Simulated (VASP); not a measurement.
Crystal: TiN.

```
Ti N
1.0
     0.00000    2.11900    2.11900
     2.11900    0.00000    2.11900
     2.11900    2.11900    0.00000
Ti N
1 1
Direct
  0.00000 0.00000 0.00000
  0.50000 0.50000 0.50000
```

| Property | Result |
| --- | --- |
| Program | VASP 6.6.1 |
| Task | relaxation of cell and atoms |
| Functional | LDA |
| Potentials or basis | VASP PAW LDA potentials, release 64 (Ti_sv, N) |
| Cutoff | 600 eV |
| k mesh | 8 × 8 × 8 |
| Occupations | gaussian, width 0.1 eV |
| Spin | no spin polarisation |

At the start: pressure -12.6 GPa; volume 9.51 Å³/atom.

Task: Where does the relaxation end?

Result: Over 3 steps the energy falls by 16.6 meV/atom and the volume is 9.12 Å³/atom (-4.2 %); space group Fm-3m (No. 225, to 0.1 Å) before and after.

The path:
```tsv
step	energy change (eV)	largest force (eV/Å)	pressure (GPa)	volume (Å³)
1	0.0000	0.0000	-12.65	19.03
2	0.0518	0.0000	24.41	17.03
3	-0.0332	0.0000	-0.23	18.23
```

Final structure:
```
Ti N
1.0
     0.00000    2.08899    2.08899
     2.08899    0.00000    2.08899
     2.08899    2.08899    0.00000
Ti N
1 1
Direct
  0.00000 0.00000 0.00000
  0.50000 0.50000 0.50000
```
